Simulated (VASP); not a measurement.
# HfSi7O16 (a cell with a defect) in VASP: single point with PBE

Aim: the single point of HfSi7O16 (a cell with a defect) with PBE.

Program: VASP 6.6.1. These are calculated values, not measurements. Logs are shortened: lines on timing, memory, paths and dates and some standing lists are left out, and cuts for length are marked.

**1. The cell of the first run**

The cell holds a defect, 24 atoms: a = 7.108 Å, b = 7.108 Å, c = 7.372 Å, α = 90.00°, β = 90.00°, γ = 90.00°.

**2. Single point, PBE**

Contents of INCAR:

```
SYSTEM = HfSi7O16
PREC = Accurate
ENCUT = 520
EDIFF = 1E-7
ISMEAR = 0
SIGMA = 0.02
LREAL = Auto
LASPH = .TRUE.
NELM = 60
ALGO = Normal
ISIF = 2
LWAVE = .FALSE.
LCHARG = .FALSE.
GGA = PE
NBANDS = 85
```

Contents of KPOINTS:

```
Automatic mesh
0
Gamma
  2 2 2
  0.5 0.5 0.5
```

Contents of POSCAR:

```
HfSi7O16
1.0
    5.0262972877     -5.0262972877      0.0000000000
   -5.0262972877     -5.0262972877      0.0000000000
    0.0000000000      0.0000000000     -7.3717413094
Hf Si O
1 7 16
Direct
    0.5000000000      0.5000000000      0.0000000000
    0.0000000000      0.5000000000      0.5252340296
    0.0000000000      1.0000000000      1.0000000000
    0.5000000000      1.0000000000      0.4747659704
    0.7696082671      0.2570036391      0.2636103770
    0.2570036391      0.2303917329      0.7363896230
    0.2303917329      0.7429963609      0.2636103770
    0.7429963609      0.7696082671      0.7363896230
    0.9306766497      0.3164691946      0.4098609297
    0.4439369529      0.2817408460      0.8519105426
    0.4252035017      0.8212927671      0.3557615058
    0.9092628923      0.8406098621      0.8702888499
    0.8406098621      0.0907371077      0.1297111501
    0.3164691946      0.0693233503      0.5901390703
    0.2817408460      0.5560630471      0.1480894574
    0.8212927671      0.5747964983      0.6442384942
    0.7182591540      0.4439369529      0.1480894574
    0.1787072329      0.4252035017      0.6442384942
    0.1593901379      0.9092628923      0.1297111501
    0.6835308054      0.9306766497      0.5901390703
    0.5747964983      0.1787072329      0.3557615058
    0.0907371077      0.1593901379      0.8702888499
    0.0693233503      0.6835308054      0.4098609297
    0.5560630471      0.7182591540      0.8519105426
```

Potentials or basis: VASP PAW PBE potentials, release 64 (Hf_pv, Si, O).

Launch:

```
cat potpaw_PBE.64/Hf_pv/POTCAR potpaw_PBE.64/Si/POTCAR potpaw_PBE.64/O/POTCAR > POTCAR
mpirun -np 1 vasp_std > vasp.out
```

OUTCAR:

```text
SYSTEM = HfSi7O16
   PREC = Accurate
   ENCUT = 520
   EDIFF = 1E-7
   ISMEAR = 0
   LREAL = Auto
   LASPH = .TRUE.
   NELM = 60
   ISIF = 2
   GGA = PE

 ion  position               nearest neighbor table
   1  0.500  0.500  0.000-  10 1.94  15 1.94  17 1.94  24 1.94   5 3.23   6 3.23   7 3.23   8 3.23

   2  0.000  0.500  0.525-  16 1.63  18 1.63   9 1.63  23 1.63   5 3.06   7 3.06   6 3.07   8 3.07

   3  0.000  0.000  0.000-  12 1.62  13 1.62  19 1.62  22 1.62   5 3.13   6 3.13   7 3.13   8 3.13

   4  0.500  0.000  0.475-  11 1.63  21 1.63  20 1.63  14 1.63   6 3.06   8 3.06   7 3.07   5 3.07

   5  0.770  0.257  0.264-  17 1.62  13 1.62   9 1.63  21 1.64   2 3.06   4 3.07   3 3.13   1 3.23

   6  0.257  0.230  0.736-  10 1.62  22 1.62  14 1.63  18 1.64   4 3.06   2 3.07   3 3.13   1 3.23

   7  0.230  0.743  0.264-  15 1.62  19 1.62  23 1.63  11 1.64   2 3.06   4 3.07   3 3.13   1 3.23

   8  0.743  0.770  0.736-  24 1.62  12 1.62  20 1.63  16 1.64   4 3.06   2 3.07   3 3.13   1 3.23

   9  0.931  0.316  0.410-   5 1.63   2 1.63
  10  0.444  0.282  0.852-   6 1.62   1 1.94
  11  0.425  0.821  0.356-   4 1.63   7 1.64
  12  0.909  0.841  0.870-   3 1.62   8 1.62
  13  0.841  0.091  0.130-   3 1.62   5 1.62
  14  0.316  0.069  0.590-   6 1.63   4 1.63
[... 8 lines left out ...]
  23  0.069  0.684  0.410-   7 1.63   2 1.63
  24  0.556  0.718  0.852-   8 1.62   1 1.94

  LATTYP: Found a simple tetragonal cell.
 ALAT       =     7.1082577928
 C/A-ratio  =     1.0370672427

  Lattice vectors:

 A1 = (   5.0262972877,  -5.0262972877,   0.0000000000)
 A2 = (  -5.0262972877,  -5.0262972877,   0.0000000000)
 A3 = (   0.0000000000,   0.0000000000,  -7.3717413094)

Analysis of symmetry for initial positions (statically):
=====================================================================
 Subroutine PRICEL returns:
 Original cell was already a primitive cell.

 Routine SETGRP: Setting up the symmetry group for a
 simple tetragonal supercell.

 Subroutine GETGRP returns: Found  4 space group operations
 (whereof  4 operations were pure point group operations)
 out of a pool of 16 trial point group operations.

The static configuration has the point symmetry S_4 .

Analysis of symmetry for dynamics (positions and initial velocities):
=====================================================================
 Subroutine PRICEL returns:
 Original cell was already a primitive cell.

 Routine SETGRP: Setting up the symmetry group for a
 simple tetragonal supercell.

 Subroutine GETGRP returns: Found  4 space group operations
 (whereof  4 operations were pure point group operations)
 out of a pool of 16 trial point group operations.

The dynamic configuration has the point symmetry S_4 .

 Subroutine INISYM returns: Found  4 space group operations
 (whereof  4 operations are pure point group operations),
 and found     1 'primitive' translations

----------------------------------------------------------------------------------------

                                     Primitive cell

  volume of cell :     372.4744

  direct lattice vectors                    reciprocal lattice vectors
     5.026297288 -5.026297288  0.000000000     0.099476806 -0.099476806  0.000000000
    -5.026297288 -5.026297288  0.000000000    -0.099476806 -0.099476806  0.000000000
     0.000000000  0.000000000 -7.371741309     0.000000000  0.000000000 -0.135653160

  length of vectors
     7.108257793  7.108257793  7.371741309     0.140681448  0.140681448  0.135653160

  position of ions in fractional coordinates (direct lattice)
     0.500000000  0.500000000  0.000000000
     0.000000000  0.500000000  0.525234030
     0.000000000  0.000000000  0.000000000
     0.500000000  0.000000000  0.474765970
     0.769608267  0.257003639  0.263610377
     0.257003639  0.230391733  0.736389623
[... 16 lines left out ...]
     0.069323350  0.683530805  0.409860930
     0.556063047  0.718259154  0.851910543

  ion indices of the primitive-cell ions
   primitive index   ion index
                 1           1
                 2           2
                 3           3
                 4           4
                 5           5
                 6           6
[... 16 lines left out ...]
                23          23
                24          24

----------------------------------------------------------------------------------------

 KPOINTS: Automatic mesh

Automatic generation of k-mesh.
 Grid dimensions read from file:
 generate k-points for:    2    2    2

 Generating k-lattice:

  Cartesian coordinates                     Fractional coordinates (reciprocal lattice)
     0.049738403 -0.049738403  0.000000000     0.500000000  0.000000000  0.000000000
    -0.049738403 -0.049738403  0.000000000     0.000000000  0.500000000  0.000000000
     0.000000000  0.000000000 -0.067826580     0.000000000  0.000000000  0.500000000

  Length of vectors
     0.070340724  0.070340724  0.067826580

  Shift w.r.t. Gamma in fractional coordinates (k-lattice)
     0.500000000  0.500000000  0.500000000

 Subroutine IBZKPT returns following result:
 ===========================================

 Found      1 irreducible k-points:

 Following reciprocal coordinates:
            Coordinates               Weight
  0.250000  0.250000  0.250000      8.000000
   k-points           NKPTS =      1   k-points in BZ     NKDIM =      1   number of bands    NBANDS=     85
   number of dos      NEDOS =    301   number of ions     NIONS =     24
   total plane-waves  NPLWV = 163296
   dimension x,y,z NGX =    54 NGY =   54 NGZ =   56
   dimension x,y,z NGXF=   108 NGYF=  108 NGZF=  112
   ions per type =               1   7  16
   NGX,Y,Z   is equivalent  to a cutoff of  12.63, 12.63, 12.63 a.u.
   NGXF,Y,Z  is equivalent  to a cutoff of  25.26, 25.26, 25.26 a.u.
 SYSTEM =  HfSi7O16
   PREC   = accura    normal or accurate (medium, high low for compatibility)
   ISTART =      0    job   : 0-new  1-cont  2-samecut
   ICHARG =      2    charge: 1-file 2-atom 10-const
   ISPIN  =      1    spin polarized calculation?
   LNONCOLLINEAR =      F non collinear calculations
   LSORBIT =      F    spin-orbit coupling
   LASPH  =      T    aspherical Exc in radial PAW
   ENCUT  =  520.0 eV  38.22 Ry    6.18 a.u.  13.22 13.22 13.71*2*pi/ulx,y,z
   NELM   =     60;   NELMIN=  2; NELMDL= -5     # of ELM steps
   EDIFF  = 0.1E-06   stopping-criterion for ELM
   LREAL  =      T    real-space projection
   EDIFFG = 0.1E-05   stopping-criterion for IOM
   NSW    =      0    number of steps for IOM
   IBRION =     -1    ionic relax: 0-MD 1-quasi-New 2-CG
   NFREE  =      0    steps in history (QN), initial steepest desc. (CG)
   ISIF   =      2    stress and relaxation
   ISYM   =      2    0-nonsym 1-usesym 2-fastsym
   POTIM  = 0.5000    time-step for ionic-motion
   TEBEG  =    0.0;   TEEND  =   0.0 temperature during run
   PSTRESS=    0.0 pullay stress
   NELECT =     134.0000    total number of electrons
   NUPDOWN=      -1.0000    fix difference up-down
   EMIN   =  10.00;   EMAX   =-10.00  energy-range for DOS
   EFERMI =   0.00;   METHOD = LEGACY
   ISMEAR =     0;   SIGMA  =   0.02  broadening in eV -4-tet -1-fermi 0-gaus
   EFERMI_NEDOS =   21; number of points for ismear=-14 and -15
   IALGO  =     38    algorithm
   IMIX   =      4    mixing-type and parameters
     AMIX     =   0.40;   BMIX     =  1.00
     AMIX_MAG =   1.60;   BMIX_MAG =  1.00
  volume/ion in A,a.u.               =      15.52       104.73
  Fermi-wavevector in a.u.,A,eV,Ry     =   1.164334  2.200272 18.445064  1.355674
  Thomas-Fermi vector in A             =   2.300873
   LORBIT       =      0    0 simple, 1 ext, 2 COOP (PROOUT), +10 PAW based schemes
   GGA     = PE    functional components
   LHFCALC =     F    Hartree Fock is set to
   AEXX    =    0.0000 exact exchange contribution
   IVDW    =     0    specifies the selected vdW correction
   LEPSILON=     F    determine dielectric tensor
   LRPA    =     F    only Hartree local field effects (RPA)
 non-spin polarized calculation
 Gauss-broadening in eV      SIGMA  =   0.02
  energy-cutoff  :      520.00
  volume of cell :      372.47
 maximum number of plane-waves:     10023
 NGX is ok and might be reduce to    54
   NGX = 27   NGY = 27   NGZ = 27

 number of electron     133.9999997 magnetization

 Free energy of the ion-electron system (eV)
  ---------------------------------------------------
  ext. energy  EPLUGINS =         0.00000000
  ---------------------------------------------------
  free energy    TOTEN  =      -195.37670222 eV

  energy without entropy =     -195.37670222  energy(sigma->0) =     -195.37670222

 E-fermi :  -0.5184     XC(G=0):  -8.2186

 val. band max:       -0.6464304861   @ k =   0.2500   0.2500   0.2500
 cond. band min:       5.8613179457   @ k =   0.2500   0.2500   0.2500
 fundamental gap:      6.5077484318
 Fermi energy:        -0.5184461885

 k-point     1 :       0.2500    0.2500    0.2500
  band No.  band energies     occupation
      1     -29.0365      2.00000
      2     -29.0365      2.00000
      3     -28.9995      2.00000
      4     -19.4473      2.00000
      5     -19.1274      2.00000
      6     -19.1126      2.00000
[... 71 lines left out ...]
     78       8.6891      0.00000
     79       8.8357      0.00000
 [bands above 79 left out]

------------------------ aborting loop because EDIFF is reached ----------------------------------------

  FORCE on cell =-STRESS in cart. coord.  units (eV):
  Direction    XX          YY          ZZ          XY          YZ          ZX
  --------------------------------------------------------------------------------------
  -------------------------------------------------------------------------------------
  Total        3.5025299      3.5025299      6.0219099      0.0000010      0.0000000      0.0000000
  in kB       15.0659323     15.0659323     25.9029012      0.0000045      0.0000000      0.0000000
  external PRESSURE =      18.6782553 kB  Pullay stress =       0.0000000 kB

 VOLUME and BASIS-vectors are now :
 -----------------------------------------------------------------------------
  energy-cutoff  :      520.00
  volume of cell :      372.47
      direct lattice vectors                 reciprocal lattice vectors
     5.026297288 -5.026297288  0.000000000     0.099476806 -0.099476806  0.000000000
    -5.026297288 -5.026297288  0.000000000    -0.099476806 -0.099476806  0.000000000
     0.000000000  0.000000000 -7.371741309     0.000000000  0.000000000 -0.135653160

 POSITION                                       TOTAL-FORCE (eV/Angst)
 -----------------------------------------------------------------------------------
      0.00000     -5.02630      0.00000        -0.000000     -0.000000     -0.000000
     -2.51315     -2.51315     -3.87189        -0.000000     -0.000000     -0.010433
      0.00000      0.00000      0.00000        -0.000000     -0.000000     -0.000000
      2.51315     -2.51315     -3.49985        -0.000000     -0.000000      0.010433
      2.57650     -5.16006     -1.94327         0.023203      0.023410     -0.004077
      0.13376     -2.44979     -5.42847        -0.023410      0.023203      0.004077
[... 16 lines left out ...]
     -3.08719     -3.78407     -3.02139         0.002648      0.000147      0.002184
     -0.81525     -6.40512     -6.28006         0.041933      0.140713     -0.106020
 -----------------------------------------------------------------------------------
    total drift:                               -0.000000      0.000001     -0.000000

  FREE ENERGIE OF THE ION-ELECTRON SYSTEM (eV)
  ---------------------------------------------------
  free  energy   TOTEN  =      -195.3767022170 eV

  energy  without entropy=     -195.3767022170  energy(sigma->0) =     -195.37670222
```

Run time: 2.4 min. Hardware: 1 thread of Intel Xeon 8259CL, shared host; peak memory 0.4 GiB.

What came out:

```yaml
Free_energy: -195.3767 eV
Pressure: 1.9 GPa
Largest_force: 0.181 eV/Å
```

Forces on the atoms (eV/Å):
```
Hf   0.000  0.000  0.000
Si   0.000  0.000 -0.010
Si   0.000  0.000  0.000
Si   0.000  0.000  0.010
Si   0.023  0.023 -0.004
Si  -0.023  0.023  0.004
Si  -0.023 -0.023 -0.004
Si   0.023 -0.023  0.004
O   -0.003  0.000  0.002
O   -0.042 -0.141 -0.106
O    0.002  0.004  0.003
O   -0.006  0.004  0.005
O   -0.004 -0.006 -0.005
O    0.000 -0.003 -0.002
O    0.141 -0.042  0.106
O   -0.004  0.002 -0.003
O   -0.141  0.042  0.106
O    0.004 -0.002 -0.003
O    0.004  0.006 -0.005
O    0.000  0.003 -0.002
O   -0.002 -0.004  0.003
O    0.006 -0.004  0.005
O    0.003  0.000  0.002
O    0.042  0.141 -0.106
```

Caveat: spin-orbit coupling is left out, which moves the levels of the heavy elements.
